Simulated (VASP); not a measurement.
# TiO2 (P4_2/mnm) in VASP: a series of runs

Runs on TiO2. Level: LDA. Tasks: single point.

All numbers are computed with VASP 6.6.1; they aren't measurements. Logs are shortened: lines on timing, memory, paths and dates and some standing lists are left out, and cuts for length are marked.

## (1) The cell of the first run

Symmetry: P4_2/mnm, No. 136, tetragonal system. Conventional cell: a = 4.350 Å, b = 4.350 Å, c = 2.680 Å, α = 90.00°, β = 90.00°, γ = 90.00°. Within 2.4 Å of Ti (site symmetry mmm) lie 6 O at 1.80 to 1.87 Å. Within 2.7 Å of O (site symmetry m2m) lie 3 Ti at 1.80 to 1.87 Å and 11 O at 2.41 to 2.68 Å.

## (2) Single point, LDA (8.45 Å³/atom)

File INCAR:

```
SYSTEM = TiO2
ALGO = Normal ; EDIFF = 1E-6
ENCUT = 520 ; GGA = CA
ISIF = 2 ; ISMEAR = 0
LASPH = .True. ; LCHARG = .False.
LREAL = .False. ; LWAVE = .False.
NBANDS = 33 ; NELM = 80
PREC = Accurate ; SIGMA = 0.05
```

File KPOINTS:

```
k-points
0
Gamma
  8 8 10
  0 0 0
```

File POSCAR:

```
TiO2
1.0
    4.3501440350      0.0000000000      0.0000000000
    0.0000000000      4.3501440350      0.0000000000
    0.0000000000      0.0000000000      2.6801237400
Ti O
2 4
Direct
    0.0000000000      0.0000000000      0.0000000000
    0.5000000000      0.5000000000      0.5000000000
    0.3039457556      0.3039457556      0.0000000000
    0.1960542444      0.8039457556      0.5000000000
    0.6960542444      0.6960542444      0.0000000000
    0.8039457556      0.1960542444      0.5000000000
```

Potentials or basis: VASP PAW LDA potentials, release 64 (Ti_sv, O).

Run with:

```console
$ cat potpaw_LDA.64/Ti_sv/POTCAR potpaw_LDA.64/O/POTCAR > POTCAR
$ mpirun -np 1 vasp_std > vasp.out
```

OUTCAR:

```text
SYSTEM = TiO2
   EDIFF = 1E-6
   ENCUT = 520
   GGA = CA
   ISIF = 2
   ISMEAR = 0
   LASPH = .True.
   LREAL = .False.
   NELM = 80
   PREC = Accurate

 ion  position               nearest neighbor table
   1  0.000  0.000  0.000-   4 1.80   6 1.80   4 1.80   6 1.80   5 1.87   3 1.87
   2  0.500  0.500  0.500-   3 1.80   5 1.80   3 1.80   5 1.80   4 1.87   6 1.87
   3  0.304  0.304  0.000-   2 1.80   2 1.80   1 1.87
   4  0.196  0.804  0.500-   1 1.80   1 1.80   2 1.87
   5  0.696  0.696  0.000-   2 1.80   2 1.80   1 1.87
   6  0.804  0.196  0.500-   1 1.80   1 1.80   2 1.87

  LATTYP: Found a simple tetragonal cell.
 ALAT       =     4.3501440350
 C/A-ratio  =     0.6161000000

  Lattice vectors:

 A1 = (   4.3501440350,   0.0000000000,   0.0000000000)
 A2 = (   0.0000000000,   4.3501440350,   0.0000000000)
 A3 = (   0.0000000000,   0.0000000000,   2.6801237400)

Analysis of symmetry for initial positions (statically):
=====================================================================
 Subroutine PRICEL returns:
 Original cell was already a primitive cell.

 Routine SETGRP: Setting up the symmetry group for a
 simple tetragonal supercell.

 Subroutine GETGRP returns: Found 16 space group operations
 (whereof  8 operations were pure point group operations)
 out of a pool of 16 trial point group operations.

The static configuration has the point symmetry D_2h.
 The point group associated with its full space group is D_4h.

Analysis of symmetry for dynamics (positions and initial velocities):
=====================================================================
 Subroutine PRICEL returns:
 Original cell was already a primitive cell.

 Routine SETGRP: Setting up the symmetry group for a
 simple tetragonal supercell.

 Subroutine GETGRP returns: Found 16 space group operations
 (whereof  8 operations were pure point group operations)
 out of a pool of 16 trial point group operations.

The dynamic configuration has the point symmetry D_2h.
 The point group associated with its full space group is D_4h.

 Subroutine INISYM returns: Found 16 space group operations
 (whereof  8 operations are pure point group operations),
 and found     1 'primitive' translations

----------------------------------------------------------------------------------------

                                     Primitive cell

  volume of cell :      50.7180

  direct lattice vectors                    reciprocal lattice vectors
     4.350144035  0.000000000  0.000000000     0.229877446  0.000000000  0.000000000
     0.000000000  4.350144035  0.000000000     0.000000000  0.229877446  0.000000000
     0.000000000  0.000000000  2.680123740     0.000000000  0.000000000  0.373117101

  length of vectors
     4.350144035  4.350144035  2.680123740     0.229877446  0.229877446  0.373117101

  position of ions in fractional coordinates (direct lattice)
     0.000000000  0.000000000  0.000000000
     0.500000000  0.500000000  0.500000000
     0.303945756  0.303945756  0.000000000
     0.196054244  0.803945756  0.500000000
     0.696054244  0.696054244  0.000000000
     0.803945756  0.196054244  0.500000000

  ion indices of the primitive-cell ions
   primitive index   ion index
                 1           1
                 2           2
                 3           3
                 4           4
                 5           5
                 6           6

----------------------------------------------------------------------------------------

 KPOINTS: k-points

Automatic generation of k-mesh.
 Grid dimensions read from file:
 generate k-points for:    8    8   10

 Generating k-lattice:

  Cartesian coordinates                     Fractional coordinates (reciprocal lattice)
     0.028734681  0.000000000  0.000000000     0.125000000  0.000000000  0.000000000
     0.000000000  0.028734681  0.000000000     0.000000000  0.125000000  0.000000000
     0.000000000  0.000000000  0.037311710     0.000000000  0.000000000  0.100000000

  Length of vectors
     0.028734681  0.028734681  0.037311710

  Shift w.r.t. Gamma in fractional coordinates (k-lattice)
     0.000000000  0.000000000  0.000000000

 Subroutine IBZKPT returns following result:
 ===========================================

 Found     90 irreducible k-points:

 Following reciprocal coordinates:
            Coordinates               Weight
  0.000000  0.000000  0.000000      1.000000
  0.125000  0.000000  0.000000      4.000000
  0.250000  0.000000  0.000000      4.000000
  0.375000  0.000000  0.000000      4.000000
  0.500000  0.000000  0.000000      2.000000
  0.125000  0.125000  0.000000      4.000000
[... 16 lines left out ...]
  0.375000  0.125000  0.100000     16.000000
  0.500000  0.125000  0.100000      8.000000
 [... further k-points ...]
   k-points           NKPTS =     90   k-points in BZ     NKDIM =     90   number of bands    NBANDS=     33
   number of dos      NEDOS =    301   number of ions     NIONS =      6
   total plane-waves  NPLWV =  20480
   dimension x,y,z NGX =    32 NGY =   32 NGZ =   20
   dimension x,y,z NGXF=    64 NGYF=   64 NGZF=   40
   ions per type =               2   4
   NGX,Y,Z   is equivalent  to a cutoff of  12.23, 12.23, 12.41 a.u.
   NGXF,Y,Z  is equivalent  to a cutoff of  24.46, 24.46, 24.81 a.u.
 SYSTEM =  TiO2
   PREC   = accura    normal or accurate (medium, high low for compatibility)
   ISTART =      0    job   : 0-new  1-cont  2-samecut
   ICHARG =      2    charge: 1-file 2-atom 10-const
   ISPIN  =      1    spin polarized calculation?
   LNONCOLLINEAR =      F non collinear calculations
   LSORBIT =      F    spin-orbit coupling
   LASPH  =      T    aspherical Exc in radial PAW
   ENCUT  =  520.0 eV  38.22 Ry    6.18 a.u.   8.09  8.09  4.98*2*pi/ulx,y,z
   NELM   =     80;   NELMIN=  2; NELMDL= -5     # of ELM steps
   EDIFF  = 0.1E-05   stopping-criterion for ELM
   LREAL  =      F    real-space projection
   EDIFFG = 0.1E-04   stopping-criterion for IOM
   NSW    =      0    number of steps for IOM
   IBRION =     -1    ionic relax: 0-MD 1-quasi-New 2-CG
   NFREE  =      0    steps in history (QN), initial steepest desc. (CG)
   ISIF   =      2    stress and relaxation
   ISYM   =      2    0-nonsym 1-usesym 2-fastsym
   POTIM  = 0.5000    time-step for ionic-motion
   TEBEG  =    0.0;   TEEND  =   0.0 temperature during run
   PSTRESS=    0.0 pullay stress
   NELECT =      48.0000    total number of electrons
   NUPDOWN=      -1.0000    fix difference up-down
   EMIN   =  10.00;   EMAX   =-10.00  energy-range for DOS
   EFERMI =   0.00;   METHOD = LEGACY
   ISMEAR =     0;   SIGMA  =   0.05  broadening in eV -4-tet -1-fermi 0-gaus
   EFERMI_NEDOS =   21; number of points for ismear=-14 and -15
   IALGO  =     38    algorithm
   IMIX   =      4    mixing-type and parameters
     AMIX     =   0.40;   BMIX     =  1.00
     AMIX_MAG =   1.60;   BMIX_MAG =  1.00
  volume/ion in A,a.u.               =       8.45        57.04
  Fermi-wavevector in a.u.,A,eV,Ry     =   1.607316  3.037386 35.150161  2.583464
  Thomas-Fermi vector in A             =   2.703364
   LORBIT       =      0    0 simple, 1 ext, 2 COOP (PROOUT), +10 PAW based schemes
   GGA     = CA    functional components
   LHFCALC =     F    Hartree Fock is set to
   AEXX    =    0.0000 exact exchange contribution
   IVDW    =     0    specifies the selected vdW correction
   LEPSILON=     F    determine dielectric tensor
   LRPA    =     F    only Hartree local field effects (RPA)
 non-spin polarized calculation
 Gauss-broadening in eV      SIGMA  =   0.05
  energy-cutoff  :      520.00
  volume of cell :       50.72
 maximum number of plane-waves:      1392
   NGX = 17   NGY = 17   NGZ =  9

 number of electron      48.0000003 magnetization

 Free energy of the ion-electron system (eV)
  ---------------------------------------------------
  ext. energy  EPLUGINS =         0.00000000
  ---------------------------------------------------
  free energy    TOTEN  =       -56.72648924 eV

  energy without entropy =      -56.72648924  energy(sigma->0) =      -56.72648924

 E-fermi :   6.9792     XC(G=0): -13.1047

 val. band max:        6.7237864332   @ k =   0.0000   0.0000   0.0000
 cond. band min:       9.0361523690   @ k =   0.0000   0.0000   0.0000
 fundamental gap:      2.3123659358
 Fermi energy:         6.9792187774

 k-point     1 :       0.0000    0.0000    0.0000
  band No.  band energies     occupation
      1     -48.5765      2.00000
      2     -48.5255      2.00000
      3     -25.6111      2.00000
      4     -25.6111      2.00000
      5     -25.1824      2.00000
      6     -25.1824      2.00000
[... 25 lines left out ...]
     32      15.6389      0.00000
     33      15.6539      0.00000

 k-point     2 :       0.1250    0.0000    0.0000
  band No.  band energies     occupation
      1     -48.5745      2.00000
      2     -48.5274      2.00000
      3     -25.5997      2.00000
      4     -25.5981      2.00000
      5     -25.1983      2.00000
      6     -25.1965      2.00000
[... 25 lines left out ...]
     32      15.5641      0.00000
     33      15.5826      0.00000

 k-point     3 :       0.2500    0.0000    0.0000
  band No.  band energies     occupation
      1     -48.5689      2.00000
      2     -48.5329      2.00000
      3     -25.5673      2.00000
      4     -25.5622      2.00000
      5     -25.2410      2.00000
      6     -25.2353      2.00000
[... 25 lines left out ...]
     32      15.3796      0.00000
     33      15.4200      0.00000

 k-point     4 :       0.3750    0.0000    0.0000
  band No.  band energies     occupation
      1     -48.5606      2.00000
      2     -48.5411      2.00000
      3     -25.5227      2.00000
      4     -25.5159      2.00000
      5     -25.2940      2.00000
      6     -25.2866      2.00000
[... 25 lines left out ...]
     32      15.1970      0.00000
     33      15.2382      0.00000

 k-point     5 :       0.5000    0.0000    0.0000
  band No.  band energies     occupation
      1     -48.5508      2.00000
      2     -48.5508      2.00000
      3     -25.4929      2.00000
      4     -25.4929      2.00000
      5     -25.3194      2.00000
      6     -25.3194      2.00000
[... 604 lines left out ...]
 k-point    22 :       0.2500    0.1250    0.1000
  band No.  band energies     occupation
      1     -48.5531      2.00000
      2     -48.5214      2.00000
      3     -25.5769      2.00000
      4     -25.4844      2.00000
      5     -25.2943      2.00000
      6     -25.1868      2.00000
[... 25 lines left out ...]
     32      14.9008      0.00000
     33      15.3798      0.00000

 k-point    23 :       0.3750    0.1250    0.1000
  band No.  band energies     occupation
      1     -48.5458      2.00000
      2     -48.5286      2.00000
      3     -25.5464      2.00000
      4     -25.4642      2.00000
      5     -25.3198      2.00000
      6     -25.2286      2.00000
[... 25 lines left out ...]
     32      14.7997      0.00000
     33      15.1947      0.00000

 k-point    24 :       0.5000    0.1250    0.1000
  band No.  band energies     occupation
      1     -48.5372      2.00000
      2     -48.5372      2.00000
      3     -25.5002      2.00000
      4     -25.5002      2.00000
      5     -25.2826      2.00000
      6     -25.2826      2.00000
[... 25 lines left out ...]
     32      14.6668      0.00000
     33      15.2105      0.00000

 [... further k-points ...]

------------------------ aborting loop because EDIFF is reached ----------------------------------------

  FORCE on cell =-STRESS in cart. coord.  units (eV):
  Direction    XX          YY          ZZ          XY          YZ          ZX
  --------------------------------------------------------------------------------------
  -------------------------------------------------------------------------------------
  Total       18.6949839     18.6949839     30.4162062     -0.0000000      0.0000000      0.0000000
  in kB      590.5729598    590.5729598    960.8453825     -0.0000000      0.0000000      0.0000000
  external PRESSURE =     713.9971007 kB  Pullay stress =       0.0000000 kB

 VOLUME and BASIS-vectors are now :
 -----------------------------------------------------------------------------
  energy-cutoff  :      520.00
  volume of cell :       50.72
      direct lattice vectors                 reciprocal lattice vectors
     4.350144035  0.000000000  0.000000000     0.229877446  0.000000000  0.000000000
     0.000000000  4.350144035  0.000000000     0.000000000  0.229877446  0.000000000
     0.000000000  0.000000000  2.680123740     0.000000000  0.000000000  0.373117101

 POSITION                                       TOTAL-FORCE (eV/Angst)
 -----------------------------------------------------------------------------------
      0.00000      0.00000      0.00000         0.000000      0.000000      0.000000
      2.17507      2.17507      1.34006         0.000000      0.000000      0.000000
      1.32221      1.32221      0.00000        -1.167171     -1.167171     -0.000000
      0.85286      3.49728      1.34006         1.167171     -1.167171     -0.000000
      3.02794      3.02794      0.00000         1.167171      1.167171      0.000000
      3.49728      0.85286      1.34006        -1.167171      1.167171      0.000000
 -----------------------------------------------------------------------------------
    total drift:                               -0.000000     -0.000000     -0.000000

  FREE ENERGIE OF THE ION-ELECTRON SYSTEM (eV)
  ---------------------------------------------------
  free  energy   TOTEN  =       -56.7264892373 eV

  energy  without entropy=      -56.7264892373  energy(sigma->0) =      -56.72648924
```

It took 79 s on 1 thread of AMD EPYC 9R45 (Zen 5), shared host; peak memory 0.19 GiB.

What came out:

```yaml
Free_energy: -56.7265 eV
Pressure: 71.4 GPa
Largest_force: 1.651 eV/Å
Band_gap_on_the_k_mesh: 2.31 eV
```

Forces in eV/Å, atoms in the order of the input:
```
Ti   0.000  0.000  0.000
Ti   0.000  0.000  0.000
O   -1.167 -1.167  0.000
O    1.167 -1.167  0.000
O    1.167  1.167  0.000
O   -1.167  1.167  0.000
```

Levels at points of the mesh, in eV from the valence-band top:
| k point | band 20 | band 21 | band 22 | band 23 | band 24 | band 25 | band 26 | band 27 | band 28 | band 29 |
| --- | --- | --- | --- | --- | --- | --- | --- | --- | --- | --- |
| (0.00, 0.00, 0.00) | -1.64 | -0.40 | -0.40 | -0.35 | 0.00 | 2.31 | 2.68 | 3.32 | 3.48 | 3.48 |
| (0.50, 0.00, 0.00) | -3.36 | -1.40 | -1.40 | -0.87 | -0.87 | 3.32 | 3.32 | 4.19 | 4.19 | 4.89 |
| (0.50, 0.50, 0.00) | -2.95 | -1.02 | -1.02 | -0.94 | -0.94 | 2.36 | 2.36 | 3.51 | 3.51 | 5.30 |
| (0.00, 0.00, 0.50) | -3.13 | -3.03 | -3.03 | -1.44 | -1.44 | 3.88 | 3.88 | 4.80 | 4.80 | 4.81 |
| (0.50, 0.00, 0.50) | -2.46 | -2.32 | -2.32 | -1.20 | -1.20 | 2.34 | 2.34 | 4.81 | 4.81 | 5.20 |
| (0.50, 0.50, 0.50) | -3.12 | -1.59 | -1.59 | -0.56 | -0.56 | 3.31 | 3.31 | 4.11 | 4.11 | 4.86 |

Caveat: the cell stands under pressure; forces of over 1 eV/Å act on the atoms, so gaps and moduli don't describe the material at rest.

[end of part 1 of 3]
